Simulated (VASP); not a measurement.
# HfC (P6_3/mmc) in VASP: notebook

HfC is run at these levels: PBEsol; tasks: relaxation of cell and atoms.

Everything below comes from runs of VASP 6.6.1. Logs are shortened: lines on timing, memory, paths and dates and some standing lists are left out, and cuts for length are marked.

**1. The cell of the first run**

It takes space group P6_3/mmc (No. 194, hexagonal). The conventional cell has a = 3.343 Å, b = 3.343 Å, c = 5.203 Å, α = 90.00°, β = 90.00°, γ = 120.00°. Hf (site symmetry -6m2) has 6 C at 2.33 Å within 3.1 Å. Within 3.1 Å of C (site symmetry -3m) lie 6 Hf at 2.33 Å and 2 C at 2.60 Å.

**2. Relaxation of cell and atoms, PBEsol**

INCAR

```
SYSTEM = HfC
ALGO = Normal ; EDIFF = 1E-7
EDIFFG = -0.03 ; ENCUT = 600
GGA = PS ; IBRION = 2
ISIF = 3 ; ISMEAR = -1
LASPH = .TRUE. ; LCHARG = .FALSE.
LREAL = .FALSE. ; LWAVE = .FALSE.
NELM = 80 ; NSW = 80
PREC = Accurate ; SIGMA = 0.1
```

KPOINTS

```
k-points
0
G
  8 8 5
  0 0 0
```

POSCAR

```
HfC
1.0
    3.3428660500      0.0000000000      0.0000000000
   -1.6714330300      2.8950069200      0.0000000000
    0.0000000000      0.0000000000      5.2027140000
Hf C
2 2
Direct
    0.6666666700      0.3333333300      0.7500000000
    0.3333333300      0.6666666700      0.2500000000
    0.0000000000      0.0000000000      0.0000000000
    0.0000000000      0.0000000000      0.5000000000
```

Potentials or basis: VASP PAW PBE potentials, release 64 (Hf_pv, C).

Started as:

```bash
$ cat potpaw_PBE.64/Hf_pv/POTCAR potpaw_PBE.64/C/POTCAR > POTCAR
$ mpirun -np 1 vasp_std > vasp.out
```

OUTCAR:

```text
SYSTEM = HfC
   EDIFF = 1E-7
   EDIFFG = -0.03
   ENCUT = 600
   GGA = PS
   IBRION = 2
   ISIF = 3
   ISMEAR = -1
   LASPH = .TRUE.
   LREAL = .FALSE.
   NELM = 80
   NSW = 80
   PREC = Accurate

 ion  position               nearest neighbor table
   1  0.667  0.333  0.750-   3 2.33   4 2.33   3 2.33   4 2.33   3 2.33   4 2.33   2 3.24   2 3.24
                             2 3.24   2 3.24   2 3.24   2 3.24
   2  0.333  0.667  0.250-   3 2.33   4 2.33   3 2.33   4 2.33   3 2.33   4 2.33   1 3.24   1 3.24
                             1 3.24   1 3.24   1 3.24   1 3.24
   3  0.000  0.000  0.000-   1 2.33   2 2.33   1 2.33   2 2.33   1 2.33   2 2.33
   4  0.000  0.000  0.500-   1 2.33   2 2.33   1 2.33   2 2.33   1 2.33   2 2.33

  LATTYP: Found a hexagonal cell.
 ALAT       =     3.3428660500
 C/A-ratio  =     1.5563632889

  Lattice vectors:

 A1 = (   3.3428660500,   0.0000000000,   0.0000000000)
 A2 = (  -1.6714330300,   2.8950069200,   0.0000000000)
 A3 = (   0.0000000000,   0.0000000000,   5.2027140000)

Analysis of symmetry for initial positions (statically):
=====================================================================
 Subroutine PRICEL returns:
 Original cell was already a primitive cell.

 Routine SETGRP: Setting up the symmetry group for a
 hexagonal supercell.

 Subroutine GETGRP returns: Found 24 space group operations
 (whereof 12 operations were pure point group operations)
 out of a pool of 24 trial point group operations.

The static configuration has the point symmetry D_3d.
 The point group associated with its full space group is D_6h.

Analysis of symmetry for dynamics (positions and initial velocities):
=====================================================================
 Subroutine PRICEL returns:
 Original cell was already a primitive cell.

 Routine SETGRP: Setting up the symmetry group for a
 hexagonal supercell.

 Subroutine GETGRP returns: Found 24 space group operations
 (whereof 12 operations were pure point group operations)
 out of a pool of 24 trial point group operations.

The dynamic configuration has the point symmetry D_3d.
 The point group associated with its full space group is D_6h.

 Subroutine INISYM returns: Found 24 space group operations
 (whereof 12 operations are pure point group operations),
 and found     1 'primitive' translations

----------------------------------------------------------------------------------------

                                     Primitive cell

  volume of cell :      50.3499

  direct lattice vectors                    reciprocal lattice vectors
     3.342866050  0.000000000  0.000000000     0.299144502  0.172711159  0.000000000
    -1.671433030  2.895006920  0.000000000     0.000000000  0.345422318  0.000000000
     0.000000000  0.000000000  5.202714000     0.000000000  0.000000000  0.192207375

  length of vectors
     3.342866050  3.342866052  5.202714000     0.345422318  0.345422318  0.192207375

  position of ions in fractional coordinates (direct lattice)
     0.666666670  0.333333330  0.750000000
     0.333333330  0.666666670  0.250000000
     0.000000000  0.000000000  0.000000000
     0.000000000  0.000000000  0.500000000

  ion indices of the primitive-cell ions
   primitive index   ion index
                 1           1
                 2           2
                 3           3
                 4           4

----------------------------------------------------------------------------------------

 KPOINTS: k-points

Automatic generation of k-mesh.
 Grid dimensions read from file:
 generate k-points for:    8    8    5

 Generating k-lattice:

  Cartesian coordinates                     Fractional coordinates (reciprocal lattice)
     0.037393063  0.021588895  0.000000000     0.125000000 -0.000000000  0.000000000
     0.000000000  0.043177790  0.000000000     0.000000000  0.125000000  0.000000000
     0.000000000  0.000000000  0.038441475     0.000000000  0.000000000  0.200000000

  Length of vectors
     0.043177790  0.043177790  0.038441475

  Shift w.r.t. Gamma in fractional coordinates (k-lattice)
     0.000000000  0.000000000  0.000000000

 Subroutine IBZKPT returns following result:
 ===========================================

 Found     30 irreducible k-points:

 Following reciprocal coordinates:
            Coordinates               Weight
  0.000000  0.000000  0.000000      1.000000
  0.125000  0.000000  0.000000      6.000000
  0.250000  0.000000  0.000000      6.000000
  0.375000  0.000000  0.000000      6.000000
  0.500000  0.000000  0.000000      3.000000
  0.125000  0.125000  0.000000      6.000000
[... 16 lines left out ...]
  0.250000  0.000000  0.400000     12.000000
  0.375000  0.000000  0.400000     12.000000
 [... further k-points ...]
   k-points           NKPTS =     30   k-points in BZ     NKDIM =     30   number of bands    NBANDS=     18
   number of dos      NEDOS =    301   number of ions     NIONS =      4
   total plane-waves  NPLWV =  32928
   dimension x,y,z NGX =    28 NGY =   28 NGZ =   42
   dimension x,y,z NGXF=    56 NGYF=   56 NGZF=   84
   ions per type =               2   2
   NGX,Y,Z   is equivalent  to a cutoff of  13.92, 13.92, 13.42 a.u.
   NGXF,Y,Z  is equivalent  to a cutoff of  27.85, 27.85, 26.84 a.u.
 SYSTEM =  HfC
   PREC   = accura    normal or accurate (medium, high low for compatibility)
   ISTART =      0    job   : 0-new  1-cont  2-samecut
   ICHARG =      2    charge: 1-file 2-atom 10-const
   ISPIN  =      1    spin polarized calculation?
   LNONCOLLINEAR =      F non collinear calculations
   LSORBIT =      F    spin-orbit coupling
   LASPH  =      T    aspherical Exc in radial PAW
   ENCUT  =  600.0 eV  44.10 Ry    6.64 a.u.   6.68  6.68 10.39*2*pi/ulx,y,z
   NELM   =     80;   NELMIN=  2; NELMDL= -5     # of ELM steps
   EDIFF  = 0.1E-06   stopping-criterion for ELM
   LREAL  =      F    real-space projection
   EDIFFG = -.3E-01   stopping-criterion for IOM
   NSW    =     80    number of steps for IOM
   IBRION =      2    ionic relax: 0-MD 1-quasi-New 2-CG
   NFREE  =      1    steps in history (QN), initial steepest desc. (CG)
   ISIF   =      3    stress and relaxation
   ISYM   =      2    0-nonsym 1-usesym 2-fastsym
   POTIM  = 0.5000    time-step for ionic-motion
   TEBEG  =    0.0;   TEEND  =   0.0 temperature during run
   PSTRESS=    0.0 pullay stress
   NELECT =      28.0000    total number of electrons
   NUPDOWN=      -1.0000    fix difference up-down
   EMIN   =  10.00;   EMAX   =-10.00  energy-range for DOS
   EFERMI =   0.00;   METHOD = LEGACY
   ISMEAR =    -1;   SIGMA  =   0.10  broadening in eV -4-tet -1-fermi 0-gaus
   EFERMI_NEDOS =   21; number of points for ismear=-14 and -15
   IALGO  =     38    algorithm
   IMIX   =      4    mixing-type and parameters
     AMIX     =   0.40;   BMIX     =  1.00
     AMIX_MAG =   1.60;   BMIX_MAG =  1.00
  volume/ion in A,a.u.               =      12.59        84.94
  Fermi-wavevector in a.u.,A,eV,Ry     =   1.346257  2.544057 24.659309  1.812408
  Thomas-Fermi vector in A             =   2.474104
   LORBIT       =      0    0 simple, 1 ext, 2 COOP (PROOUT), +10 PAW based schemes
   GGA     = PS    functional components
   LHFCALC =     F    Hartree Fock is set to
   AEXX    =    0.0000 exact exchange contribution
   IVDW    =     0    specifies the selected vdW correction
   LEPSILON=     F    determine dielectric tensor
   LRPA    =     F    only Hartree local field effects (RPA)
 conjugate gradient relaxation of ions
 non-spin polarized calculation
  energy-cutoff  :      600.00
  volume of cell :       50.35
 maximum number of plane-waves:      1713
 NGX is ok and might be reduce to    28
   NGX = 13   NGY = 13   NGZ = 21

--------------------------------------- Ionic step        1  -------------------------------------------

 number of electron      28.0000000 magnetization

 Free energy of the ion-electron system (eV)
  ---------------------------------------------------
  ext. energy  EPLUGINS =         0.00000000
  ---------------------------------------------------
  free energy    TOTEN  =       -43.59936160 eV

  energy without entropy =      -43.57394472  energy(sigma->0) =      -43.58665316

------------------------ aborting loop because EDIFF is reached ----------------------------------------

  FORCE on cell =-STRESS in cart. coord.  units (eV):
  Direction    XX          YY          ZZ          XY          YZ          ZX
  --------------------------------------------------------------------------------------
  -------------------------------------------------------------------------------------
  Total       -2.8249703     -2.8249703     -1.8326512      0.0000000      0.0000000      0.0000000
  in kB      -89.8930116    -89.8930115    -58.3165558      0.0000002      0.0000000      0.0000000
  external PRESSURE =     -79.3675263 kB  Pullay stress =       0.0000000 kB

 VOLUME and BASIS-vectors are now :
 -----------------------------------------------------------------------------
  energy-cutoff  :      600.00
  volume of cell :       50.35
      direct lattice vectors                 reciprocal lattice vectors
     3.342866050  0.000000000  0.000000000     0.299144502  0.172711159  0.000000000
    -1.671433030  2.895006920  0.000000000     0.000000000  0.345422318  0.000000000
     0.000000000  0.000000000  5.202714000     0.000000000  0.000000000  0.192207375
[... 153 lines left out ...]
 POSITION                                       TOTAL-FORCE (eV/Angst)
 -----------------------------------------------------------------------------------
      1.64665      0.95070      3.88725         0.000000     -0.000000      0.000000
     -0.00000      1.90139      1.29575        -0.000000      0.000000      0.000000
      0.00000      0.00000      0.00000        -0.000000      0.000000      0.000000
      0.00000      0.00000      2.59150        -0.000000      0.000000      0.000000
 -----------------------------------------------------------------------------------
    total drift:                               -0.000003      0.000002     -0.000000

  FREE ENERGIE OF THE ION-ELECTRON SYSTEM (eV)
  ---------------------------------------------------
  free  energy   TOTEN  =       -43.6460425122 eV

  energy  without entropy=      -43.6226886085  energy(sigma->0) =      -43.63436556

--------------------------------------- Ionic step        6  -------------------------------------------

 number of electron      27.9999999 magnetization

 Free energy of the ion-electron system (eV)
  ---------------------------------------------------
  ext. energy  EPLUGINS =         0.00000000
  ---------------------------------------------------
  free energy    TOTEN  =       -43.64646200 eV

  energy without entropy =      -43.62383816  energy(sigma->0) =      -43.63515008

 E-fermi :   6.4005     XC(G=0): -12.5758

 val. band max:        6.3479855255   @ k =   0.2500   0.2500   0.2000
 cond. band min:       6.7205454141   @ k =   0.3750   0.2500   0.0000
 fundamental gap:      0.3725598885
 Fermi energy:         6.4005283278

 k-point     1 :       0.0000    0.0000    0.0000
  band No.  band energies     occupation
      1     -23.9735      2.00000
      2     -23.3209      2.00000
      3     -23.3209      2.00000
      4     -23.2290      2.00000
      5     -23.2290      2.00000
      6     -23.1521      2.00000
[... 10 lines left out ...]
     17       8.5528      0.00000
     18       8.5528      0.00000
[... 463 lines left out ...]
 k-point    24 :       0.3750    0.0000    0.4000
  band No.  band energies     occupation
      1     -23.8803      2.00000
      2     -23.8213      2.00000
      3     -23.4229      2.00000
      4     -23.4112      2.00000
      5     -23.3491      2.00000
      6     -23.3180      2.00000
[... 10 lines left out ...]
     17      10.7183      0.00000
     18      11.2156      0.00000

 [... further k-points ...]

------------------------ aborting loop because EDIFF is reached ----------------------------------------

  FORCE on cell =-STRESS in cart. coord.  units (eV):
  Direction    XX          YY          ZZ          XY          YZ          ZX
  --------------------------------------------------------------------------------------
  -------------------------------------------------------------------------------------
  Total        0.0122876      0.0122876      0.0018286     -0.0000000      0.0000000      0.0000000
  in kB        0.4042064      0.4042064      0.0601516     -0.0000000      0.0000000      0.0000000
  external PRESSURE =       0.2895215 kB  Pullay stress =       0.0000000 kB

 VOLUME and BASIS-vectors are now :
 -----------------------------------------------------------------------------
  energy-cutoff  :      600.00
  volume of cell :       48.71
      direct lattice vectors                 reciprocal lattice vectors
     3.288497751  0.000000000 -0.000000000     0.304090219  0.175566570 -0.000000000
    -1.644248880  2.847922592  0.000000000    -0.000000000  0.351133139  0.000000000
     0.000000000  0.000000000  5.200541137     0.000000000 -0.000000000  0.192287682

 POSITION                                       TOTAL-FORCE (eV/Angst)
 -----------------------------------------------------------------------------------
      1.64425      0.94931      3.90041         0.000000      0.000000      0.000000
     -0.00000      1.89862      1.30014        -0.000000     -0.000000      0.000000
     -1.64425      2.84792      0.00000         0.000000     -0.000000      0.000000
     -1.64425      2.84792      2.60027         0.000000     -0.000000      0.000000
 -----------------------------------------------------------------------------------
    total drift:                               -0.000003      0.000002     -0.000000

  FREE ENERGIE OF THE ION-ELECTRON SYSTEM (eV)
  ---------------------------------------------------
  free  energy   TOTEN  =       -43.6464619980 eV

  energy  without entropy=      -43.6238381594  energy(sigma->0) =      -43.63515008

 reached required accuracy - stopping structural energy minimisation
```

Wall time 4.6 min (1 thread of Intel Xeon 8259CL, shared host); peak memory 0.21 GiB.

What came out:

```yaml
Free_energy: -43.6465 eV
Relaxed_volume: 12.18 Å³/atom
Relaxed_cell: a = 3.288 Å, b = 3.288 Å, c = 5.201 Å, α = 90.00°, β = 90.00°, γ = 120.00°
Space_group_after_relaxing_to_0.05_Å: P6_3/mmc (No. 194)
Energy_gained_by_relaxing: 11.8 meV/atom
Ionic_steps: 6
Pressure_after_relaxing: 0.0 GPa
Band_gap_on_the_k_mesh: zero (band 14 reaches 7.45 eV, above the bottom of band 15 at 6.29 eV)
```

Step by step:
```tsv
step	energy change (eV)	largest force (eV/Å)	pressure (GPa)	volume (Å³)
1	0.0000	0.0000	-7.94	50.35
2	0.0894	0.0000	16.61	45.94
3	-0.0447	0.0000	0.03	48.68
4	-0.0447	0.0000	0.20	48.65
5	-0.0467	0.0000	0.10	48.68
6	-0.0471	0.0000	0.03	48.71
```

Final structure:
```
Hf C
1.0
     3.28850    0.00000    0.00000
    -1.64425    2.84792    0.00000
     0.00000    0.00000    5.20054
Hf C
2 2
Cartesian
  1.6442 0.9493 3.9004
  0.0000 1.8986 1.3001
  -1.6442 2.8479 0.0000
  -1.6442 2.8479 2.6003
```

Caveat: the PAW data sets were made with another functional, which shifts forces and pressure a little; spin-orbit coupling is left out, which moves the levels of the heavy elements.

**3. Relaxation of cell and atoms, PBEsol, target pressure 5 GPa, at which the enthalpy is minimised**

INCAR

```
PREC = Accurate
ENCUT = 600
EDIFF = 1E-6
ISMEAR = -1
SIGMA = 0.1
LREAL = F
LASPH = T
NELM = 100
ALGO = Normal
ISIF = 3
LWAVE = F
LCHARG = F
GGA = PS
IBRION = 2
NSW = 80
EDIFFG = -0.03
PSTRESS = 50.0
```

KPOINTS

```
regular mesh
0
Gamma
  8 8 5
```

POSCAR is that of step 2.

Potentials or basis: VASP PAW PBE potentials, release 64 (Hf_pv, C).

Started as:

```bash
$ cat potpaw_PBE.64/Hf_pv/POTCAR potpaw_PBE.64/C/POTCAR > POTCAR
$ mpirun -np 1 vasp_std > vasp.out
```

Run time: 4.8 min. Hardware: 1 thread of Intel Xeon 8259CL, shared host; peak memory 0.21 GiB.

The run converged. Its results:

- Free energy: -43.6309 eV
- Relaxed volume: 11.94 Å³/atom
- Relaxed cell: a = 3.267 Å, b = 3.267 Å, c = 5.165 Å, α = 90.00°, β = 90.00°, γ = 120.00°
- Space group after relaxing (to 0.05 Å): P6_3/mmc (No. 194)
- Energy change on relaxing (the enthalpy is what falls): -7.9 meV/atom
- Ionic steps: 7
- Pressure after relaxing: 5.3 GPa
- Band gap on the k mesh: zero (band 14 reaches 7.62 eV, above the bottom of band 15 at 6.42 eV)

Stress tensor (GPa, compression positive):
```
5.31 0.00 0.00
0.00 5.31 0.00
0.00 0.00 5.14
```

The path:
| step | energy change (eV) | largest force (eV/Å) | pressure (GPa) | volume (Å³) |
| --- | --- | --- | --- | --- |
| 1 | 0.0000 | 0.0000 | -7.94 | 50.35 |
| 2 | 0.5289 | 0.0000 | 37.72 | 43.30 |
| 3 | -0.0324 | 0.0000 | 4.64 | 47.83 |
| 4 | -0.0303 | 0.0000 | 5.05 | 47.76 |
| 5 | -0.0287 | 0.0000 | 5.34 | 47.71 |
| 6 | -0.0308 | 0.0000 | 5.30 | 47.73 |
| 7 | -0.0316 | 0.0000 | 5.26 | 47.74 |

Final structure:
```
CELL_PARAMETERS angstrom
3.26723 0.00000 0.00000
-1.63362 2.82951 0.00000
0.00000 0.00000 5.16451
ATOMIC_POSITIONS crystal
Hf 0.66667 0.33333 0.75000
Hf 0.33333 0.66667 0.25000
C 0.00000 0.00000 0.00000
C 0.00000 0.00000 0.50000
```

Levels at points of the mesh, in eV from the Fermi level:
| k point | band 11 | band 12 | band 13 | band 14 | band 15 | band 16 | band 17 | band 18 |
| --- | --- | --- | --- | --- | --- | --- | --- | --- |
| (0.00, 0.00, 0.00) | -3.04 | -1.10 | -1.10 | 1.07 | 1.58 | 1.58 | 2.19 | 2.19 |
| (0.50, 0.00, 0.00) | -3.49 | -3.32 | -1.77 | -0.87 | 1.52 | 4.68 | 5.16 | 5.20 |

Caveat: the cell is relaxed towards a set pressure, so the enthalpy falls and the energy may rise; the PAW data sets were made with another functional, which shifts forces and pressure a little; spin-orbit coupling is left out, which moves the levels of the heavy elements.
